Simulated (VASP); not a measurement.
Wanted: the native input for a VASP 6.6.1 run.

* Task: single point
* Functional: PBE
* Potentials or basis: VASP PAW PBE potentials, release 64 (Bi_d, Te)
* Cutoff: 520 eV
* k mesh: 6 × 6 × 6
* Occupations: gaussian, width 0.05 eV
* Spin: no spin polarisation
* Dipole correction: no
* Further INCAR settings: ALGO = Normal; EDIFF = 1e-06; NBANDS = 32

The structure of Bi2Te3 lies in POSCAR:

```
Bi2Te3
1.0
    2.1993897147      1.2698182438     10.1067013255
   -2.1993897147      1.2698182438     10.1067013255
    0.0000000000     -2.5396364877     10.1067013255
Bi Te
2 3
Direct
    0.4001327940      0.4001327940      0.4001327940
    0.5998672060      0.5998672060      0.5998672060
    0.0000000000      0.0000000000      0.0000000000
    0.2094496896      0.2094496896      0.2094496896
    0.7905503104      0.7905503104      0.7905503104
```

One way to write it, as run:

INCAR

```
PREC = Accurate
ENCUT = 520
EDIFF = 1E-6
ISMEAR = 0
SIGMA = 0.05
LREAL = False
LASPH = True
NELM = 100
ALGO = Normal
ISIF = 2
LWAVE = False
LCHARG = False
GGA = PE
NBANDS = 32
```

KPOINTS

```
regular mesh
0
Gamma
  6 6 6
```

Potentials or basis: VASP PAW PBE potentials, release 64 (Bi_d, Te).

Command:

```sh
$ cat potpaw_PBE.64/Bi_d/POTCAR potpaw_PBE.64/Te/POTCAR > POTCAR
$ mpirun -np 1 vasp_std > vasp.out
```

Results of the run:

The pressure is 1.9 GPa. The largest force is 0.012 eV/Å. The band gap on the k mesh is 0.25 eV, direct.

Caveat: spin-orbit coupling is left out, which moves the levels of the heavy elements.

Wall time 9.8 min on 1 thread of Intel(R) Xeon(R) Platinum 8488C (Sapphire Rapids), with other jobs on the host, peak memory 0.95 GiB.
